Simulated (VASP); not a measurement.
# CoSi2 (AlB2 type) (P6/mmm) in VASP: a series of runs

CoSi2 (AlB2 type) is run at these levels: PBE; tasks: single point, relaxation of shape and atoms at fixed volume.

Program: VASP 6.6.1. These are calculated values, not measurements. Logs are shortened: lines on timing, memory, paths and dates and some standing lists are left out, and cuts for length are marked.

## (1) The cell of the first run

The structure is hexagonal, space group P6/mmm (No. 191). Conventional cell: a = 3.974 Å, b = 3.974 Å, c = 2.421 Å, α = 90.00°, β = 90.00°, γ = 120.00°. Within 3.2 Å of Co (site symmetry 6/mmm) lie 2 Co at 2.42 Å and 12 Si at 2.59 Å. Si (site symmetry -6m2) has 5 Si at 2.29 to 2.42 Å and 6 Co at 2.59 Å within 3.0 Å.

## (2) Single point, PBE (volume scaled by 0.88)

The input, INCAR:

```
SYSTEM = CoSi2
PREC = Accurate ; ENCUT = 520
EDIFF = 1E-6 ; ISMEAR = -1
SIGMA = 0.08 ; LREAL = .FALSE.
LASPH = .TRUE. ; NELM = 60
ALGO = Normal ; ISIF = 2
LWAVE = .FALSE. ; LCHARG = .TRUE.
GGA = PE ; LELF = .TRUE.
LVHAR = .TRUE. ; NBANDS = 16
```

The input, KPOINTS:

```
Automatic mesh
0
G
  10 10 8
  0 0 0
```

The input, POSCAR:

```
CoSi2
1.0
    3.9740765706      0.0000000000      0.0000000000
   -1.9870382853      3.4416512668      0.0000000000
    0.0000000000      0.0000000000      2.4211841530
Co Si
1 2
Direct
    0.0000000000      0.0000000000      0.0000000000
    0.3333333333      0.6666666667      0.5000000000
    0.6666666667      0.3333333333      0.5000000000
```

Potentials or basis: VASP PAW PBE potentials, release 64 (Co, Si).

Command:

```
$ cat potpaw_PBE.64/Co/POTCAR potpaw_PBE.64/Si/POTCAR > POTCAR
$ mpirun -np 1 vasp_std > vasp.out
```

OUTCAR:

```text
SYSTEM = CoSi2
   PREC = Accurate
   ENCUT = 520
   EDIFF = 1E-6
   ISMEAR = -1
   LREAL = .FALSE.
   LASPH = .TRUE.
   NELM = 60
   ISIF = 2
   GGA = PE

 ion  position               nearest neighbor table
   1  0.000  0.000  0.000-   2 2.59   3 2.59   2 2.59   3 2.59   3 2.59   3 2.59   2 2.59   2 2.59
                             3 2.59   3 2.59   2 2.59   2 2.59
   2  0.333  0.667  0.500-   3 2.29   3 2.29   3 2.29   1 2.59   1 2.59   1 2.59   1 2.59   1 2.59
                             1 2.59
   3  0.667  0.333  0.500-   2 2.29   2 2.29   2 2.29   1 2.59   1 2.59   1 2.59   1 2.59   1 2.59
                             1 2.59

  LATTYP: Found a hexagonal cell.
 ALAT       =     3.9740765706
 C/A-ratio  =     0.6092444647

  Lattice vectors:

 A1 = (   3.9740765706,   0.0000000000,   0.0000000000)
 A2 = (  -1.9870382853,   3.4416512668,   0.0000000000)
 A3 = (   0.0000000000,   0.0000000000,   2.4211841530)

Analysis of symmetry for initial positions (statically):
=====================================================================
 Subroutine PRICEL returns:
 Original cell was already a primitive cell.

 Routine SETGRP: Setting up the symmetry group for a
 hexagonal supercell.

 Subroutine GETGRP returns: Found 24 space group operations
 (whereof 24 operations were pure point group operations)
 out of a pool of 24 trial point group operations.

The static configuration has the point symmetry D_6h.

Analysis of symmetry for dynamics (positions and initial velocities):
=====================================================================
 Subroutine PRICEL returns:
 Original cell was already a primitive cell.

 Routine SETGRP: Setting up the symmetry group for a
 hexagonal supercell.

 Subroutine GETGRP returns: Found 24 space group operations
 (whereof 24 operations were pure point group operations)
 out of a pool of 24 trial point group operations.

The dynamic configuration has the point symmetry D_6h.

 Subroutine INISYM returns: Found 24 space group operations
 (whereof 24 operations are pure point group operations),
 and found     1 'primitive' translations

----------------------------------------------------------------------------------------

                                     Primitive cell

  volume of cell :      33.1155

  direct lattice vectors                    reciprocal lattice vectors
     3.974076571  0.000000000  0.000000000     0.251630783  0.145279100  0.000000000
    -1.987038285  3.441651267  0.000000000     0.000000000  0.290558201  0.000000000
     0.000000000  0.000000000  2.421184153     0.000000000  0.000000000  0.413021041

  length of vectors
     3.974076571  3.974076571  2.421184153     0.290558201  0.290558201  0.413021041

  position of ions in fractional coordinates (direct lattice)
     0.000000000  0.000000000  0.000000000
     0.333333333  0.666666667  0.500000000
     0.666666667  0.333333333  0.500000000

  ion indices of the primitive-cell ions
   primitive index   ion index
                 1           1
                 2           2
                 3           3

----------------------------------------------------------------------------------------

 KPOINTS: Automatic mesh

Automatic generation of k-mesh.
 Grid dimensions read from file:
 generate k-points for:   10   10    8

 Generating k-lattice:

  Cartesian coordinates                     Fractional coordinates (reciprocal lattice)
     0.025163078  0.014527910  0.000000000     0.100000000 -0.000000000  0.000000000
     0.000000000  0.029055820  0.000000000     0.000000000  0.100000000  0.000000000
     0.000000000  0.000000000  0.051627630     0.000000000  0.000000000  0.125000000

  Length of vectors
     0.029055820  0.029055820  0.051627630

  Shift w.r.t. Gamma in fractional coordinates (k-lattice)
     0.000000000  0.000000000  0.000000000

 Subroutine IBZKPT returns following result:
 ===========================================

 Found     70 irreducible k-points:

 Following reciprocal coordinates:
            Coordinates               Weight
  0.000000  0.000000  0.000000      1.000000
  0.100000  0.000000  0.000000      6.000000
  0.200000  0.000000  0.000000      6.000000
  0.300000  0.000000  0.000000      6.000000
  0.400000  0.000000  0.000000      6.000000
  0.500000  0.000000  0.000000      3.000000
[... 16 lines left out ...]
  0.300000  0.100000  0.125000     24.000000
  0.400000  0.100000  0.125000     24.000000
 [... further k-points ...]
   k-points           NKPTS =     70   k-points in BZ     NKDIM =     70   number of bands    NBANDS=     16
   number of dos      NEDOS =    301   number of ions     NIONS =      3
   total plane-waves  NPLWV =  16200
   dimension x,y,z NGX =    30 NGY =   30 NGZ =   18
   dimension x,y,z NGXF=    60 NGYF=   60 NGZF=   36
   ions per type =               1   2
   NGX,Y,Z   is equivalent  to a cutoff of  12.55, 12.55, 12.36 a.u.
   NGXF,Y,Z  is equivalent  to a cutoff of  25.10, 25.10, 24.72 a.u.
 SYSTEM =  CoSi2
   PREC   = accura    normal or accurate (medium, high low for compatibility)
   ISTART =      0    job   : 0-new  1-cont  2-samecut
   ICHARG =      2    charge: 1-file 2-atom 10-const
   ISPIN  =      1    spin polarized calculation?
   LNONCOLLINEAR =      F non collinear calculations
   LSORBIT =      F    spin-orbit coupling
   LASPH  =      T    aspherical Exc in radial PAW
   ENCUT  =  520.0 eV  38.22 Ry    6.18 a.u.   7.39  7.39  4.50*2*pi/ulx,y,z
   NELM   =     60;   NELMIN=  2; NELMDL= -5     # of ELM steps
   EDIFF  = 0.1E-05   stopping-criterion for ELM
   LREAL  =      F    real-space projection
   EDIFFG = 0.1E-04   stopping-criterion for IOM
   NSW    =      0    number of steps for IOM
   IBRION =     -1    ionic relax: 0-MD 1-quasi-New 2-CG
   NFREE  =      0    steps in history (QN), initial steepest desc. (CG)
   ISIF   =      2    stress and relaxation
   ISYM   =      2    0-nonsym 1-usesym 2-fastsym
   POTIM  = 0.5000    time-step for ionic-motion
   TEBEG  =    0.0;   TEEND  =   0.0 temperature during run
   PSTRESS=    0.0 pullay stress
   NELECT =      17.0000    total number of electrons
   NUPDOWN=      -1.0000    fix difference up-down
   EMIN   =  10.00;   EMAX   =-10.00  energy-range for DOS
   EFERMI =   0.00;   METHOD = LEGACY
   ISMEAR =    -1;   SIGMA  =   0.08  broadening in eV -4-tet -1-fermi 0-gaus
   EFERMI_NEDOS =   21; number of points for ismear=-14 and -15
   IALGO  =     38    algorithm
   IMIX   =      4    mixing-type and parameters
     AMIX     =   0.40;   BMIX     =  1.00
     AMIX_MAG =   1.60;   BMIX_MAG =  1.00
  volume/ion in A,a.u.               =      11.04        74.49
  Fermi-wavevector in a.u.,A,eV,Ry     =   1.310833  2.477116 23.378676  1.718284
  Thomas-Fermi vector in A             =   2.441337
   LORBIT       =      0    0 simple, 1 ext, 2 COOP (PROOUT), +10 PAW based schemes
   GGA     = PE    functional components
   LHFCALC =     F    Hartree Fock is set to
   AEXX    =    0.0000 exact exchange contribution
   IVDW    =     0    specifies the selected vdW correction
   LEPSILON=     F    determine dielectric tensor
   LRPA    =     F    only Hartree local field effects (RPA)
 non-spin polarized calculation
  energy-cutoff  :      520.00
  volume of cell :       33.12
 maximum number of plane-waves:       917
 NGX is ok and might be reduce to    30

 number of electron      17.0000004 magnetization

 Free energy of the ion-electron system (eV)
  ---------------------------------------------------
  ext. energy  EPLUGINS =         0.00000000
  ---------------------------------------------------
  free energy    TOTEN  =       -16.67877316 eV

  energy without entropy =      -16.61786431  energy(sigma->0) =      -16.64831874

 E-fermi :  13.0055     XC(G=0): -12.6322

 val. band max:       12.9802344704   @ k =   0.0000   0.0000   0.1250
 cond. band min:      13.0259949641   @ k =   0.1000   0.1000   0.2500
 fundamental gap:      0.0457604937
 Fermi energy:        13.0054611293

 k-point     1 :       0.0000    0.0000    0.0000
  band No.  band energies     occupation
      1      -2.4181      2.00000
      2       6.7666      2.00000
      3       6.7666      2.00000
      4       8.8533      2.00000
      5       9.3716      2.00000
      6      10.9315      2.00000
[... 8 lines left out ...]
     15      28.8172      0.00000
     16      29.6541      0.00000

 k-point     2 :       0.1000    0.0000    0.0000
  band No.  band energies     occupation
      1      -2.2992      2.00000
      2       5.9249      2.00000
      3       6.7182      2.00000
      4       9.1611      2.00000
      5       9.6856      2.00000
      6      10.7260      2.00000
[... 8 lines left out ...]
     15      27.8667      0.00000
     16      29.4156      0.00000

 k-point     3 :       0.2000    0.0000    0.0000
  band No.  band energies     occupation
      1      -1.9464      2.00000
      2       4.5460      2.00000
      3       6.5974      2.00000
      4       8.5945      2.00000
      5      10.3164      2.00000
      6      10.7155      2.00000
[... 8 lines left out ...]
     15      26.6646      0.00000
     16      26.7151      0.00000

 k-point     4 :       0.3000    0.0000    0.0000
  band No.  band energies     occupation
      1      -1.3746      2.00000
      2       3.1623      2.00000
      3       6.4584      2.00000
      4       7.9727      2.00000
      5      10.2907      2.00000
      6      10.6001      2.00000
[... 8 lines left out ...]
     15      24.1561      0.00000
     16      25.5225      0.00000
[... 324 lines left out ...]
 k-point    22 :       0.2000    0.1000    0.1250
  band No.  band energies     occupation
      1      -1.2199      2.00000
      2       4.0932      2.00000
      3       6.3555      2.00000
      4       9.0041      2.00000
      5      10.2897      2.00000
      6      10.5083      2.00000
[... 8 lines left out ...]
     15      24.2698      0.00000
     16      25.2812      0.00000

 k-point    23 :       0.3000    0.1000    0.1250
  band No.  band energies     occupation
      1      -0.5629      2.00000
      2       2.8562      2.00000
      3       5.9826      2.00000
      4       8.7482      2.00000
      5      10.3876      2.00000
      6      10.5743      2.00000
[... 8 lines left out ...]
     15      23.3786      0.00000
     16      24.4362      0.00000

 k-point    24 :       0.4000    0.1000    0.1250
  band No.  band energies     occupation
      1       0.1782      2.00000
      2       1.8053      2.00000
      3       5.7771      2.00000
      4       8.5980      2.00000
      5      10.4794      2.00000
      6      10.5933      2.00000
[... 8 lines left out ...]
     15      22.7327      0.00000
     16      24.7684      0.00000

 [... further k-points ...]
[... 5 lines left out ...]
  --------------------------------------------------------------------------------------
  -------------------------------------------------------------------------------------
  Total        5.1241674      5.1241674      5.1308841      0.0000000      0.0000000     -0.0000000
  in kB      247.9150959    247.9150960    248.2400626      0.0000000      0.0000000     -0.0000000
  external PRESSURE =     248.0234182 kB  Pullay stress =       0.0000000 kB

 VOLUME and BASIS-vectors are now :
 -----------------------------------------------------------------------------
  energy-cutoff  :      520.00
  volume of cell :       33.12
      direct lattice vectors                 reciprocal lattice vectors
     3.974076571  0.000000000  0.000000000     0.251630783  0.145279100  0.000000000
    -1.987038285  3.441651267  0.000000000     0.000000000  0.290558201  0.000000000
     0.000000000  0.000000000  2.421184153     0.000000000  0.000000000  0.413021041

 POSITION                                       TOTAL-FORCE (eV/Angst)
 -----------------------------------------------------------------------------------
      0.00000      0.00000      0.00000         0.000000      0.000000      0.000000
     -0.00000      2.29443      1.21059        -0.000000      0.000000      0.000000
      1.98704      1.14722      1.21059         0.000000     -0.000000      0.000000
 -----------------------------------------------------------------------------------
    total drift:                                0.000000     -0.000000      0.000000

  FREE ENERGIE OF THE ION-ELECTRON SYSTEM (eV)
  ---------------------------------------------------
  free  energy   TOTEN  =       -16.6787731602 eV

  energy  without entropy=      -16.6178643143  energy(sigma->0) =      -16.64831874
```

Wall time 68 s (1 thread of Intel Xeon Platinum 8488C (Sapphire Rapids), shared host); peak memory 0.16 GiB.

What came out:

```
Free energy : -16.6788 eV
Pressure    : 24.8 GPa
```

Levels at points of the mesh, in eV from the Fermi level:
| k point | band 6 | band 7 | band 8 | band 9 | band 10 | band 11 | band 12 | band 13 |
| --- | --- | --- | --- | --- | --- | --- | --- | --- |
| (0.00, 0.00, 0.00) | -2.07 | -2.07 | -0.76 | -0.76 | 0.43 | 0.43 | 4.12 | 7.57 |
| (0.50, 0.00, 0.00) | -2.49 | -0.89 | -0.79 | 0.05 | 4.88 | 5.47 | 5.96 | 7.49 |
| (0.00, 0.00, 0.50) | -2.50 | -1.01 | -1.01 | -0.26 | 0.52 | 4.46 | 5.30 | 5.30 |
| (0.50, 0.00, 0.50) | -1.66 | -1.65 | -0.51 | 0.61 | 0.85 | 0.96 | 1.19 | 4.20 |

Caveat: the cell differs from its parent crystal (volume scaled by 0.88). Spin polarisation is off, so any magnetic state and its effect on volume and gap are missing.

## (3) Single point, PBE

This run uses another cell than the first one, of 11.79 Å³/atom, 1.068 times its volume.

The input, INCAR:

```
SYSTEM = CoSi2
PREC = Accurate
ENCUT = 520
EDIFF = 1E-7
ISMEAR = -1
SIGMA = 0.08
LREAL = .False.
LASPH = .True.
NELM = 60
ALGO = Normal
ISIF = 2
LWAVE = .False.
LCHARG = .False.
GGA = PE
NBANDS = 16
```

The input, KPOINTS:

```
regular mesh
0
Gamma
  10 10 8
  0 0 0
```

The input, POSCAR:

```
CoSi2
1.0
    4.0661802319      0.0000000000      0.0000000000
   -2.0330901160      3.5214153772      0.0000000000
    0.0000000000      0.0000000000      2.4704280858
Co Si
1 2
Direct
    0.0000000000      0.0000000000      0.0000000000
    0.3333333333      0.6666666667      0.5000000000
    0.6666666667      0.3333333333      0.5000000000
```

Potentials or basis: VASP PAW PBE potentials, release 64 (Co, Si).

Command:

```
$ cat potpaw_PBE.64/Co/POTCAR potpaw_PBE.64/Si/POTCAR > POTCAR
$ mpirun -np 1 vasp_std > vasp.out
```

OUTCAR:

```text
SYSTEM = CoSi2
   PREC = Accurate
   ENCUT = 520
   EDIFF = 1E-7
   ISMEAR = -1
   LREAL = .False.
   LASPH = .True.
   NELM = 60
   ISIF = 2
   GGA = PE

 ion  position               nearest neighbor table
   1  0.000  0.000  0.000-   2 2.65   3 2.65   2 2.65   3 2.65   3 2.65   3 2.65   2 2.65   2 2.65
                             3 2.65   3 2.65   2 2.65   2 2.65
   2  0.333  0.667  0.500-   3 2.35   3 2.35   3 2.35   1 2.65   1 2.65   1 2.65   1 2.65   1 2.65
                             1 2.65
   3  0.667  0.333  0.500-   2 2.35   2 2.35   2 2.35   1 2.65   1 2.65   1 2.65   1 2.65   1 2.65
[... 648 lines left out ...]
     16      23.4260      0.00000

 [... further k-points ...]
[... 5 lines left out ...]
  --------------------------------------------------------------------------------------
  -------------------------------------------------------------------------------------
  Total        2.2703759      2.2703759      2.2729820     -0.0000000     -0.0000000      0.0000000
  in kB      102.8329408    102.8329408    102.9509808     -0.0000000     -0.0000000      0.0000000
  external PRESSURE =     102.8722875 kB  Pullay stress =       0.0000000 kB

 VOLUME and BASIS-vectors are now :
 -----------------------------------------------------------------------------
  energy-cutoff  :      520.00
  volume of cell :       35.37
      direct lattice vectors                 reciprocal lattice vectors
     4.066180232  0.000000000  0.000000000     0.245931056  0.141988362  0.000000000
    -2.033090116  3.521415377  0.000000000     0.000000000  0.283976723  0.000000000
     0.000000000  0.000000000  2.470428086     0.000000000  0.000000000  0.404788144

 POSITION                                       TOTAL-FORCE (eV/Angst)
 -----------------------------------------------------------------------------------
      0.00000      0.00000      0.00000         0.000000      0.000000      0.000000
     -0.00000      2.34761      1.23521        -0.000000      0.000000      0.000000
      2.03309      1.17381      1.23521         0.000000     -0.000000      0.000000
 -----------------------------------------------------------------------------------
    total drift:                                0.000000     -0.000000      0.000000

  FREE ENERGIE OF THE ION-ELECTRON SYSTEM (eV)
  ---------------------------------------------------
  free  energy   TOTEN  =       -16.9204553307 eV

  energy  without entropy=      -16.8565679283  energy(sigma->0) =      -16.88851163
```

OSZICAR:

```text
N       E                     dE             d eps       ncg     rms          rms(c)
DAV:   1     0.572416087081E+02    0.57242E+02   -0.67192E+03  2240   0.102E+03
DAV:   2    -0.159464831012E+02   -0.73188E+02   -0.65782E+02  2544   0.200E+02
DAV:   3    -0.189655899892E+02   -0.30191E+01   -0.28988E+01  2904   0.428E+01
DAV:   4    -0.190196240887E+02   -0.54034E-01   -0.54000E-01  2712   0.542E+00
DAV:   5    -0.190211371511E+02   -0.15131E-02   -0.15130E-02  2992   0.981E-01    0.163E+01
DAV:   6    -0.315949687227E+02   -0.12574E+02   -0.44419E+01  2496   0.141E+02    0.352E+01
DAV:   7    -0.172943256953E+02    0.14301E+02   -0.18757E+01  2760   0.108E+02    0.677E+00
DAV:   8    -0.169453842212E+02    0.34894E+00   -0.28744E+00  2984   0.219E+01    0.281E+00
DAV:   9    -0.169247765058E+02    0.20608E-01   -0.23991E-01  3040   0.653E+00    0.709E-01
DAV:  10    -0.169205225224E+02    0.42540E-02   -0.10877E-02  3184   0.188E+00    0.185E-01
DAV:  11    -0.169204715230E+02    0.50999E-04   -0.76416E-04  2936   0.239E-01    0.553E-02
DAV:  12    -0.169204652223E+02    0.63007E-05   -0.18687E-05  3424   0.395E-02    0.284E-02
DAV:  13    -0.169204555608E+02    0.96615E-05   -0.11038E-05  3128   0.575E-02    0.253E-03
DAV:  14    -0.169204553553E+02    0.20544E-06   -0.11331E-06  2568   0.759E-03    0.805E-04
DAV:  15    -0.169204553307E+02    0.24615E-07   -0.14438E-08  1712   0.124E-03
   1 F= -.16920455E+02 E0= -.16888512E+02  d E =-.638874E-01
```

Wall time 62 s (1 thread of Intel Xeon Platinum 8488C (Sapphire Rapids), shared host); peak memory 0.17 GiB.

What came out:

* Free energy: -16.9205 eV
* Pressure: 10.3 GPa

## (4) Single point, PBE

The input, INCAR:

```
PREC = Accurate
ENCUT = 520
EDIFF = 1E-6
ISMEAR = -1
SIGMA = 0.08
LREAL = False
LASPH = True
NELM = 80
ALGO = Normal
ISIF = 2
LWAVE = False
LCHARG = False
GGA = PE
NBANDS = 16
```

The input, KPOINTS:

```
Automatic mesh
0
Gamma
  10 10 8
```

POSCAR is that of step 3.

Command:

```
$ cat potpaw_PBE.64/Co/POTCAR potpaw_PBE.64/Si/POTCAR > POTCAR
$ mpirun -np 1 vasp_std > vasp.out
```

Run time: 67 s. Hardware: 1 thread of Intel Xeon Platinum 8488C (Sapphire Rapids), shared host; peak memory 0.16 GiB.

It converged, with:

| Property | Result |
| --- | --- |
| Free energy | -16.9205 eV |
| Pressure | 10.3 GPa |

Levels at points of the mesh, in eV from the Fermi level:
```tsv
k point	band 5	band 6	band 7	band 8	band 9	band 10	band 11	band 12
(0.00, 0.00, 0.00)	-3.29	-1.84	-1.84	-0.63	-0.63	0.43	0.43	3.82
(0.50, 0.00, 0.00)	-2.44	-2.22	-0.74	-0.65	0.01	4.70	5.48	5.75
(0.00, 0.00, 0.50)	-2.18	-2.18	-0.92	-0.92	-0.27	0.52	3.59	5.29
(0.50, 0.00, 0.50)	-4.53	-1.44	-1.44	-0.51	0.59	0.81	0.88	1.45
```

Spin polarisation is off, so any magnetic state and its effect on volume and gap are missing.

(Continued in part 2 of 2.)
